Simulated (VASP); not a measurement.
# Rh (I4/mmm) in VASP: further runs

The runs below take Rh through single point, with PBEsol.

All numbers are computed with VASP 6.6.1; they aren't measurements. Logs are shortened: lines on timing, memory, paths and dates and some standing lists are left out, and cuts for length are marked.

### 1 The cell of the first run

The structure is tetragonal, space group I4/mmm (No. 139). The conventional cell has a = 2.689 Å, b = 2.689 Å, c = 3.784 Å, α = 90.00°, β = 90.00°, γ = 90.00°. Rh (site symmetry 4/mmm) has 12 Rh at 2.68 to 2.69 Å within 3.5 Å.

### 2 Single point, PBEsol (strain -0.0050 x Voigt [0, 0, 1, 0, 0, 0])

Contents of INCAR:

```
  PREC = Accurate
  ENCUT = 520
  EDIFF = 1E-6
  ISMEAR = 0
  SIGMA = 0.15
  LREAL = False
  LASPH = True
  NELM = 60
  ALGO = Fast
  ISIF = 2
  LWAVE = False
  LCHARG = True
  GGA = PS
  LELF = True
  LVHAR = True
  NBANDS = 14
```

Contents of KPOINTS:

```
Automatic mesh
0
Gamma
  22 22 22
```

Contents of POSCAR:

```
Rh
1.0
    0.0000000000      1.9015500000      1.8920422500
    1.9015500000      0.0000000000      1.8920422500
    1.9015500000      1.9015500000      0.0000000000
Rh
1
Direct
    0.0000000000      0.0000000000      0.0000000000
```

Potentials or basis: VASP PAW PBE potentials, release 64 (Rh_pv).

Run with:

```sh
$ cat potpaw_PBE.64/Rh_pv/POTCAR > POTCAR
$ mpirun -np 1 vasp_std > vasp.out
```

OUTCAR:

```text
PREC = Accurate
   ENCUT = 520
   EDIFF = 1E-6
   ISMEAR = 0
   LREAL = False
   LASPH = True
   NELM = 60
   ISIF = 2
   GGA = PS

 ion  position               nearest neighbor table
   1  0.000  0.000  0.000-

  LATTYP: Found a body centered tetragonal cell.
 ALAT       =     2.6891977995
 C/A-ratio  =     1.4071424946

  Lattice vectors:

 A1 = (   0.0000000000,  -1.9015500000,  -1.8920422500)
 A2 = (   0.0000000000,   1.9015500000,  -1.8920422500)
 A3 = (   1.9015500000,   0.0000000000,   1.8920422500)

Analysis of symmetry for initial positions (statically):
=====================================================================
 Subroutine PRICEL returns:
 Original cell was already a primitive cell.

 Routine SETGRP: Setting up the symmetry group for a
 body centered tetragonal supercell.

 Subroutine GETGRP returns: Found 16 space group operations
 (whereof 16 operations were pure point group operations)
 out of a pool of 16 trial point group operations.

The static configuration has the point symmetry D_4h.

Analysis of symmetry for dynamics (positions and initial velocities):
=====================================================================
 Subroutine PRICEL returns:
 Original cell was already a primitive cell.

 Routine SETGRP: Setting up the symmetry group for a
 body centered tetragonal supercell.

 Subroutine GETGRP returns: Found 16 space group operations
 (whereof 16 operations were pure point group operations)
 out of a pool of 16 trial point group operations.

The dynamic configuration has the point symmetry D_4h.

 Subroutine INISYM returns: Found 16 space group operations
 (whereof 16 operations are pure point group operations),
 and found     1 'primitive' translations

----------------------------------------------------------------------------------------

                                     Primitive cell

  volume of cell :      13.6828

  direct lattice vectors                    reciprocal lattice vectors
     0.000000000  1.901550000  1.892042250    -0.262943388  0.262943388  0.264264712
     1.901550000  0.000000000  1.892042250     0.262943388 -0.262943388  0.264264712
     1.901550000  1.901550000  0.000000000     0.262943388  0.262943388 -0.264264712

  length of vectors
     2.682483230  2.682483230  2.689197800     0.456195450  0.456195450  0.456195450

  position of ions in fractional coordinates (direct lattice)
     0.000000000  0.000000000  0.000000000
[... 84 lines left out ...]
   POTIM  = 0.5000    time-step for ionic-motion
   TEBEG  =    0.0;   TEEND  =   0.0 temperature during run
   PSTRESS=    0.0 pullay stress
   NELECT =      15.0000    total number of electrons
   NUPDOWN=      -1.0000    fix difference up-down
   EMIN   =  10.00;   EMAX   =-10.00  energy-range for DOS
   EFERMI =   0.00;   METHOD = LEGACY
   ISMEAR =     0;   SIGMA  =   0.15  broadening in eV -4-tet -1-fermi 0-gaus
   EFERMI_NEDOS =   21; number of points for ismear=-14 and -15
   IALGO  =     68    algorithm
   IMIX   =      4    mixing-type and parameters
     AMIX     =   0.40;   BMIX     =  1.00
     AMIX_MAG =   1.60;   BMIX_MAG =  1.00
  volume/ion in A,a.u.               =      13.68        92.34
  Fermi-wavevector in a.u.,A,eV,Ry     =   1.688029  3.189912 38.768994  2.849441
  Thomas-Fermi vector in A             =   2.770408
   LORBIT       =      0    0 simple, 1 ext, 2 COOP (PROOUT), +10 PAW based schemes
   GGA     = PS    functional components
   LHFCALC =     F    Hartree Fock is set to
   AEXX    =    0.0000 exact exchange contribution
   IVDW    =     0    specifies the selected vdW correction
   LEPSILON=     F    determine dielectric tensor
   LRPA    =     F    only Hartree local field effects (RPA)
 non-spin polarized calculation
 RMM-DIIS sequential band-by-band and
 Gauss-broadening in eV      SIGMA  =   0.15
  energy-cutoff  :      520.00
  volume of cell :       13.68
 maximum number of plane-waves:       380
   NGX =  9   NGY =  9   NGZ =  9

 number of electron      15.0000007 magnetization

 Free energy of the ion-electron system (eV)
  ---------------------------------------------------
  ext. energy  EPLUGINS =         0.00000000
  ---------------------------------------------------
  free energy    TOTEN  =        -8.14307420 eV

  energy without entropy =       -8.12822689  energy(sigma->0) =       -8.13565054

 E-fermi :  11.8398     XC(G=0): -14.2493

 val. band max:       11.8394064312   @ k =   0.3182   0.2273   0.0455
 cond. band min:      11.8399184934   @ k =  -0.1364   0.1818   0.1364
 fundamental gap:      0.0005120622
 Fermi energy:        11.8397939113

 k-point     1 :       0.0000    0.0000    0.0000
  band No.  band energies     occupation
      1     -34.5019      2.00000
      2     -34.5019      2.00000
      3     -34.4990      2.00000
      4       3.7533      2.00000
      5       8.7058      2.00000
      6       8.7058      2.00000
      7       8.7601      2.00000
      8      10.8187      2.00000
      9      10.8850      2.00000
     10      27.7742      0.00000
     11      32.1940      0.00000
     12      33.1992      0.00000
     13      33.1992      0.00000
     14      33.3564      0.00000
[... 377 lines left out ...]
      1     -35.2381      2.00000
      2     -34.6125      2.00000
      3     -34.6081      2.00000
      4       5.7080      2.00000
      5       8.6368      2.00000
      6       8.6824      2.00000
      7      11.5429      1.99488
      8      12.3456      0.00000
      9      13.2876      0.00000
     10      20.6548      0.00000
     11      27.4316      0.00000
     12      32.1949      0.00000
     13      32.8132      0.00000
     14      33.1848      0.00000

 [... further k-points ...]

------------------------ aborting loop because EDIFF is reached ----------------------------------------

  FORCE on cell =-STRESS in cart. coord.  units (eV):
  Direction    XX          YY          ZZ          XY          YZ          ZX
  --------------------------------------------------------------------------------------
  -------------------------------------------------------------------------------------
  Total       -0.3538027     -0.3538027     -0.2469318      0.0000000      0.0000000      0.0000000
  in kB      -41.4281314    -41.4281314    -28.9142073      0.0000000      0.0000000      0.0000000
  external PRESSURE =     -37.2568234 kB  Pullay stress =       0.0000000 kB

 VOLUME and BASIS-vectors are now :
 -----------------------------------------------------------------------------
  energy-cutoff  :      520.00
  volume of cell :       13.68
      direct lattice vectors                 reciprocal lattice vectors
     0.000000000  1.901550000  1.892042250    -0.262943388  0.262943388  0.264264712
     1.901550000  0.000000000  1.892042250     0.262943388 -0.262943388  0.264264712
     1.901550000  1.901550000  0.000000000     0.262943388  0.262943388 -0.264264712

 POSITION                                       TOTAL-FORCE (eV/Angst)
 -----------------------------------------------------------------------------------
      0.00000      0.00000      0.00000         0.000000      0.000000      0.000000
 -----------------------------------------------------------------------------------
    total drift:                                0.000000     -0.000000      0.000000

  FREE ENERGIE OF THE ION-ELECTRON SYSTEM (eV)
  ---------------------------------------------------
  free  energy   TOTEN  =        -8.1430742003 eV

  energy  without entropy=       -8.1282268870  energy(sigma->0) =       -8.13565054
```

Run time: 2.4 min. Hardware: 1 thread of Intel Xeon Platinum 8259CL at 2.50GHz (Skylake/Cascade Lake), shared host; peak memory 0.25 GiB.

What came out:

```yaml
Free_energy: -8.1431 eV
Pressure: -3.7 GPa
```

Stress tensor (GPa, compression positive):
```
-4.14  0.00  0.00
 0.00 -4.14  0.00
 0.00  0.00 -2.89
```

Caveat: the cell differs from its parent crystal (strain -0.0050 x Voigt [0, 0, 1, 0, 0, 0]); the PAW data sets were made with another functional, which shifts forces and pressure a little.

### 3 Single point, PBEsol (strain +0.0050 x Voigt [0, 0, 1, 0, 0, 0])

Contents of INCAR:

```
SYSTEM = Rh
ALGO = Fast
EDIFF = 1E-6
ENCUT = 520
GGA = PS
ISIF = 2
ISMEAR = 0
LASPH = .True.
LCHARG = .False.
LREAL = .False.
LWAVE = .False.
NBANDS = 14
NELM = 60
PREC = Accurate
SIGMA = 0.15
```

Contents of KPOINTS:

```
k-points
0
Gamma
  22 22 22
  0 0 0
```

Contents of POSCAR:

```
Rh
1.0
    0.0000000000      1.9015500000      1.9110577500
    1.9015500000      0.0000000000      1.9110577500
    1.9015500000      1.9015500000      0.0000000000
Rh
1
Direct
    0.0000000000      0.0000000000      0.0000000000
```

Potentials or basis: VASP PAW PBE potentials, release 64 (Rh_pv).

Run with:

```sh
$ cat potpaw_PBE.64/Rh_pv/POTCAR > POTCAR
$ mpirun -np 1 vasp_std > vasp.out
```

OUTCAR:

```text
SYSTEM = Rh
   EDIFF = 1E-6
   ENCUT = 520
   GGA = PS
   ISIF = 2
   ISMEAR = 0
   LASPH = .True.
   LREAL = .False.
   NELM = 60
   PREC = Accurate

 ion  position               nearest neighbor table
   1  0.000  0.000  0.000-

  LATTYP: Found a body centered tetragonal cell.
 ALAT       =     2.6891977995
 C/A-ratio  =     1.4212846302

  Lattice vectors:

 A1 = (  -1.9015500000,   0.0000000000,   1.9110577500)
[... 586 lines left out ...]
     11      27.2399      0.00000
     12      32.0386      0.00000
     13      32.4529      0.00000
     14      32.9950      0.00000

 [... further k-points ...]

------------------------ aborting loop because EDIFF is reached ----------------------------------------

  FORCE on cell =-STRESS in cart. coord.  units (eV):
  Direction    XX          YY          ZZ          XY          YZ          ZX
  --------------------------------------------------------------------------------------
  -------------------------------------------------------------------------------------
  Total       -0.5285328     -0.5285328     -0.6336914      0.0000000     -0.0000000     -0.0000000
  in kB      -61.2721694    -61.2721694    -73.4630770      0.0000000     -0.0000000     -0.0000000
  external PRESSURE =     -65.3358052 kB  Pullay stress =       0.0000000 kB

 VOLUME and BASIS-vectors are now :
 -----------------------------------------------------------------------------
  energy-cutoff  :      520.00
  volume of cell :       13.82
      direct lattice vectors                 reciprocal lattice vectors
     0.000000000  1.901550000  1.911057750    -0.262943388  0.262943388  0.261635212
     1.901550000  0.000000000  1.911057750     0.262943388 -0.262943388  0.261635212
     1.901550000  1.901550000  0.000000000     0.262943388  0.262943388 -0.261635212

 POSITION                                       TOTAL-FORCE (eV/Angst)
 -----------------------------------------------------------------------------------
      0.00000      0.00000      0.00000         0.000000      0.000000      0.000000
 -----------------------------------------------------------------------------------
    total drift:                                0.000000     -0.000000      0.000000

  FREE ENERGIE OF THE ION-ELECTRON SYSTEM (eV)
  ---------------------------------------------------
  free  energy   TOTEN  =        -8.1387751248 eV

  energy  without entropy=       -8.1236852569  energy(sigma->0) =       -8.13123019
```

OSZICAR:

```text
N       E                     dE             d eps       ncg     rms          rms(c)
DAV:   1     0.118886760761E+03    0.11889E+03   -0.87537E+03 23436   0.114E+03
DAV:   2    -0.721530354690E+01   -0.12610E+03   -0.12053E+03 25872   0.340E+02
DAV:   3    -0.877007558489E+01   -0.15548E+01   -0.15522E+01 27858   0.415E+01
DAV:   4    -0.877571911530E+01   -0.56435E-02   -0.56433E-02 27090   0.256E+00
DAV:   5    -0.877576822898E+01   -0.49114E-04   -0.49112E-04 27654   0.211E-01    0.109E+01
RMM:   6    -0.816255256664E+01    0.61322E+00   -0.10005E+00 25033   0.972E+00    0.338E+00
RMM:   7    -0.814337322336E+01    0.19179E-01   -0.36226E-02 25750   0.204E+00    0.153E+00
RMM:   8    -0.813918753928E+01    0.41857E-02   -0.75054E-03 27665   0.998E-01    0.260E-01
RMM:   9    -0.813876581251E+01    0.42173E-03   -0.87067E-04 28618   0.328E-01    0.118E-02
RMM:  10    -0.813877610110E+01   -0.10289E-04   -0.10014E-04 28518   0.125E-01    0.109E-02
RMM:  11    -0.813877512481E+01    0.97628E-06   -0.37462E-06 25485   0.242E-02
   1 F= -.81387751E+01 E0= -.81312302E+01  d E =-.150899E-01
```

Wall time 2.2 min (1 thread of Intel Xeon Platinum 8259CL at 2.50GHz (Skylake/Cascade Lake), shared host); peak memory 0.25 GiB.

Results:

| Item | Value |
| --- | --- |
| Free energy | -8.1388 eV |
| Pressure | -6.5 GPa |

Levels at points of the mesh, in eV from the Fermi level:
| k point | band 5 | band 6 | band 7 | band 8 | band 9 | band 10 |
| --- | --- | --- | --- | --- | --- | --- |
| (0.00, 0.00, 0.00) | -3.10 | -3.05 | -3.05 | -1.01 | -0.94 | 15.94 |
| (0.50, 0.00, 0.00) | -3.17 | -3.11 | 0.56 | 0.59 | 0.66 | 8.54 |
| (0.50, 0.50, 0.00) | -5.92 | 0.56 | 0.98 | 0.98 | 3.10 | 12.07 |
| (0.50, 0.00, 0.50) | -5.93 | 0.55 | 0.96 | 1.01 | 3.21 | 12.21 |

Caveat: the cell differs from its parent crystal (strain +0.0050 x Voigt [0, 0, 1, 0, 0, 0]); the PAW data sets were made with another functional, which shifts forces and pressure a little.

[end of part 1 of 2]
